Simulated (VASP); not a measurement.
# AlN (P6_3mc) in VASP: a series of runs

Aim: see how the results for AlN move with the level of theory and the settings. Levels: r2SCAN, LDA. Tasks: relaxation of the atoms, single point.

Everything below comes from runs of VASP 6.6.1. Logs are shortened: lines on timing, memory, paths and dates and some standing lists are left out, and cuts for length are marked.

**The experiment to reproduce.**

“Self-assembly of well-separated AlN nanowires directly on sputtered metallic TiN films”, 2019, arxiv:1910.07391 quotes, for a bulk crystal of AlN at 10 K: band gap 6.034 eV (an exciton energy, a little under the gap).

How close the calculation comes is told below.

## (1) The cell of the first run

Symmetry: P6_3mc, No. 186, hexagonal system. The conventional cell has a = 3.168 Å, b = 3.168 Å, c = 5.076 Å, α = 90.00°, β = 90.00°, γ = 120.00°. Al (site symmetry 3m) has 4 N at 1.92 to 1.94 Å within 2.6 Å. N (site symmetry 3m) has 4 Al at 1.92 to 1.94 Å within 2.6 Å.

## (2) Relaxation of the atoms, r2SCAN

Input file POSCAR:

```
AlN
1.0
    3.1675141000      0.0000000000      0.0000000000
   -1.5837570500      2.7431476800      0.0000000000
    0.0000000000      0.0000000000      5.0757778000
Al N
2 2
Direct
    0.3333333300      0.6666666700     -0.0008149200
    0.6666666700      0.3333333300      0.4991850800
    0.3333333300      0.6666666700      0.3808149200
    0.6666666700      0.3333333300      0.8808149200
```

Input file INCAR.step1:

```
PREC = Accurate
ENCUT = 520
ISMEAR = -1
SIGMA = 0.02
LREAL = F
LASPH = T
NELM = 100
GGA = PE
ALGO = Normal
EDIFF = 1E-4
LWAVE = T
LCHARG = F
```

Input file INCAR.step2:

```
PREC = Accurate
ENCUT = 520
EDIFF = 1E-6
ISMEAR = -1
SIGMA = 0.02
LREAL = F
LASPH = T
NELM = 100
ALGO = Normal
ISIF = 2
LWAVE = F
LCHARG = F
METAGGA = R2SCAN
LMIXTAU = T
IBRION = 2
NSW = 50
EDIFFG = -0.01
ISTART = 1
```

Input file KPOINTS:

```
regular mesh
0
Gamma
  12 12 6
```

Potentials or basis: VASP PAW PBE potentials, release 64 (Al, N).

The run is started by

```bash
$ cat potpaw_PBE.64/Al/POTCAR potpaw_PBE.64/N/POTCAR > POTCAR
$ cp INCAR.step1 INCAR
$ mpirun -np 1 vasp_std > vasp.out
$ cp INCAR.step2 INCAR
$ mpirun -np 1 vasp_std > vasp.out
```

OUTCAR:

```text
PREC = Accurate
   ENCUT = 520
   EDIFF = 1E-6
   ISMEAR = -1
   LREAL = F
   LASPH = T
   NELM = 100
   ISIF = 2
   METAGGA = R2SCAN
   IBRION = 2
   NSW = 50
   EDIFFG = -0.01
   ISTART = 1

 ion  position               nearest neighbor table
   1  0.333  0.667  0.999-   4 1.92   4 1.92   4 1.92   3 1.94   2 3.13   2 3.13   2 3.13   2 3.13
                             2 3.13   2 3.13
   2  0.667  0.333  0.499-   3 1.92   3 1.92   3 1.92   4 1.94   1 3.13   1 3.13   1 3.13   1 3.13
                             1 3.13   1 3.13
   3  0.333  0.667  0.381-   2 1.92   2 1.92   2 1.92   1 1.94
   4  0.667  0.333  0.881-   1 1.92   1 1.92   1 1.92   2 1.94

  LATTYP: Found a hexagonal cell.
 ALAT       =     3.1675141000
 C/A-ratio  =     1.6024483679

  Lattice vectors:

 A1 = (   3.1675141000,   0.0000000000,   0.0000000000)
 A2 = (  -1.5837570500,   2.7431476800,   0.0000000000)
 A3 = (   0.0000000000,   0.0000000000,   5.0757778000)

Analysis of symmetry for initial positions (statically):
=====================================================================
 Subroutine PRICEL returns:
 Original cell was already a primitive cell.

 Routine SETGRP: Setting up the symmetry group for a
 hexagonal supercell.

 Subroutine GETGRP returns: Found 12 space group operations
 (whereof  6 operations were pure point group operations)
 out of a pool of 24 trial point group operations.

The static configuration has the point symmetry C_3v.
 The point group associated with its full space group is C_6v.

Analysis of symmetry for dynamics (positions and initial velocities):
=====================================================================
 Subroutine PRICEL returns:
 Original cell was already a primitive cell.

 Routine SETGRP: Setting up the symmetry group for a
 hexagonal supercell.

 Subroutine GETGRP returns: Found 12 space group operations
 (whereof  6 operations were pure point group operations)
 out of a pool of 24 trial point group operations.

The dynamic configuration has the point symmetry C_3v.
 The point group associated with its full space group is C_6v.

 Subroutine INISYM returns: Found 12 space group operations
 (whereof  6 operations are pure point group operations),
 and found     1 'primitive' translations

[... 168 lines left out ...]
 POSITION                                       TOTAL-FORCE (eV/Angst)
 -----------------------------------------------------------------------------------
     -0.00000      1.82877      5.07164         0.000000      0.000000      0.021130
      1.58376      0.91438      2.53375        -0.000000      0.000000      0.021130
     -0.00000      1.82877      1.93293        -0.000000      0.000000     -0.021130
      1.58376      0.91438      4.47082         0.000000     -0.000000     -0.021130
 -----------------------------------------------------------------------------------
    total drift:                               -0.000009      0.000005     -0.024423

  FREE ENERGIE OF THE ION-ELECTRON SYSTEM (eV)
  ---------------------------------------------------
  free  energy   TOTEN  =       -38.3633740358 eV

  energy  without entropy=      -38.3633740358  energy(sigma->0) =      -38.36337404

--------------------------------------- Ionic step        2  -------------------------------------------

 number of electron      16.0000001 magnetization

 Free energy of the ion-electron system (eV)
  ---------------------------------------------------
  ext. energy  EPLUGINS =         0.00000000
  ---------------------------------------------------
  free energy    TOTEN  =       -38.36341534 eV

  energy without entropy =      -38.36341534  energy(sigma->0) =      -38.36341534

 E-fermi :   5.7729     XC(G=0): -11.1553

 val. band max:        5.3712968250   @ k =   0.0000   0.0000   0.0000
 cond. band min:       9.7666602152   @ k =   0.0000   0.0000   0.0000
 fundamental gap:      4.3953633902
 Fermi energy:         5.7729420007

 k-point     1 :       0.0000    0.0000    0.0000
  band No.  band energies     occupation
      1     -10.2590      2.00000
      2      -8.3107      2.00000
      3      -0.4341      2.00000
      4       4.5230      2.00000
      5       4.5230      2.00000
      6       5.1700      2.00000
      7       5.1700      2.00000
      8       5.3713      2.00000
      9       9.7667      0.00000
     10      12.3900      0.00000
     11      16.4943      0.00000
     12      16.9864      0.00000
[... 331 lines left out ...]
 k-point    24 :       0.3333    0.0000    0.1667
  band No.  band energies     occupation
      1      -9.0360      2.00000
      2      -7.9372      2.00000
      3       0.6013      2.00000
      4       1.5220      2.00000
      5       2.1243      2.00000
      6       3.6355      2.00000
      7       4.6007      2.00000
      8       4.7261      2.00000
      9      11.6784      0.00000
     10      12.5400      0.00000
     11      14.2575      0.00000
     12      16.0299      0.00000

 [... further k-points ...]

------------------------ aborting loop because EDIFF is reached ----------------------------------------

  FORCE on cell =-STRESS in cart. coord.  units (eV):
  Direction    XX          YY          ZZ          XY          YZ          ZX
  --------------------------------------------------------------------------------------
  -------------------------------------------------------------------------------------
  Total       -3.2125807     -3.2125807     -2.9458554      0.0000000      0.0000000      0.0000000
  in kB     -116.7062947   -116.7062950   -107.0167276      0.0000000      0.0000000      0.0000000
  external PRESSURE =    -113.4764391 kB  Pullay stress =       0.0000000 kB

 VOLUME and BASIS-vectors are now :
 -----------------------------------------------------------------------------
  energy-cutoff  :      520.00
  volume of cell :       44.10
      direct lattice vectors                 reciprocal lattice vectors
     3.167514100  0.000000000  0.000000000     0.315704988  0.182272359  0.000000000
    -1.583757050  2.743147680  0.000000000     0.000000000  0.364544719  0.000000000
     0.000000000  0.000000000  5.075777800     0.000000000  0.000000000  0.197014140

 POSITION                                       TOTAL-FORCE (eV/Angst)
 -----------------------------------------------------------------------------------
     -0.00000      1.82877      5.07266        -0.000000     -0.000000     -0.001594
      1.58376      0.91438      2.53477        -0.000000      0.000000     -0.001594
     -0.00000      1.82877      1.93191         0.000000      0.000000      0.001594
      1.58376      0.91438      4.46980         0.000000      0.000000      0.001594
 -----------------------------------------------------------------------------------
    total drift:                               -0.000009      0.000005     -0.024789

  FREE ENERGIE OF THE ION-ELECTRON SYSTEM (eV)
  ---------------------------------------------------
  free  energy   TOTEN  =       -38.3634153387 eV

  energy  without entropy=      -38.3634153387  energy(sigma->0) =      -38.36341534

 reached required accuracy - stopping structural energy minimisation
```

Wall time 1.9 min (1 thread of Intel Xeon 6975P-C, shared host); peak memory 0.18 GiB.

What came out:

```
Free energy               : -38.3634 eV
Energy gained by relaxing : 0.0 meV/atom
Ionic steps               : 2
Pressure after relaxing   : -11.3 GPa
Band gap on the k mesh    : 4.40 eV, direct
```

Final structure:
```yaml
crystal:
  lattice:
    - [3.16751, 0.00000, 0.00000]
    - [-1.58376, 2.74315, 0.00000]
    - [0.00000, 0.00000, 5.07578]
  atoms:
    - { symbol: Al, position: [0.33333, 0.66667, 0.99939] }
    - { symbol: Al, position: [0.66667, 0.33333, 0.49939] }
    - { symbol: N, position: [0.33333, 0.66667, 0.38061] }
    - { symbol: N, position: [0.66667, 0.33333, 0.88061] }
```

Caveat: the PAW data sets were made with another functional, which shifts forces and pressure a little. A k mesh can miss the band edges.

## (3) Single point, LDA

This run uses another cell than the first one, of 10.21 Å³/atom, 0.926 times its volume.

Input file INCAR:

```
ALGO = Normal
EDIFF = 1E-6
ENCUT = 600
GGA = CA
GGA_COMPAT = F
ISIF = 2
ISMEAR = -1
LASPH = T
LCHARG = F
LREAL = F
LWAVE = F
NBANDS = 16
NELM = 120
PREC = Accurate
SIGMA = 0.02
```

Input file KPOINTS:

```
k-points
0
Gamma
  12 12 6
```

Input file POSCAR:

```
AlN
1.0
    3.0886209284      0.0000000000      0.0000000000
   -1.5443104642      2.6748241867      0.0000000000
    0.0000000000      0.0000000000      4.9431363647
Al N
2 2
Direct
    0.3333333333      0.6666666667     -0.0009905125
    0.6666666667      0.3333333333      0.4990094875
    0.3333333333      0.6666666667      0.3809905125
    0.6666666667      0.3333333333      0.8809905125
```

Potentials or basis: VASP PAW LDA potentials, release 64 (Al, N).

The run is started by

```bash
$ cat potpaw_LDA.64/Al/POTCAR potpaw_LDA.64/N/POTCAR > POTCAR
$ mpirun -np 1 vasp_std > vasp.out
```

Run time: 19 s. Hardware: 1 thread of Intel Xeon 6975P-C (Granite Rapids), shared host; peak memory 0.17 GiB.

The run converged. Its results:

| Item | Value |
| --- | --- |
| Free energy | -32.8422 eV |
| Pressure | 0.5 GPa |
| Band gap on the k mesh | 4.42 eV, direct |

Levels at points of the mesh, in eV from the valence-band top:
| k point | band 6 | band 7 | band 8 | band 9 | band 10 | band 11 |
| --- | --- | --- | --- | --- | --- | --- |
| (0.00, 0.00, 0.00) | -0.23 | -0.23 | 0.00 | 4.42 | 6.73 | 10.66 |
| (0.50, 0.00, 0.00) | -2.15 | -1.84 | -0.71 | 5.73 | 5.73 | 8.27 |
| (0.00, 0.00, 0.50) | -0.57 | -0.57 | -0.57 | 6.61 | 6.61 | 10.32 |
| (0.50, 0.00, 0.50) | -1.51 | -1.40 | -1.40 | 5.26 | 5.26 | 9.21 |

## (4) Against experiment

Step 3. A measured gap of AlN is 6.034 eV (an exciton energy, a little under the gap; 10 K; quoted in “Self-assembly of well-separated AlN nanowires directly on sputtered metallic TiN films”, 2019, arxiv:1910.07391); the calculated 4.42 eV misses it by -1.61 eV. 2 values of this kind are on record (6.034 to 6.0343 eV); this one was drawn at random. The value is that of LDA on a finite k mesh, which can miss the band edges, without temperature or zero-point motion. Semilocal functionals fall short of measured gaps as a rule.
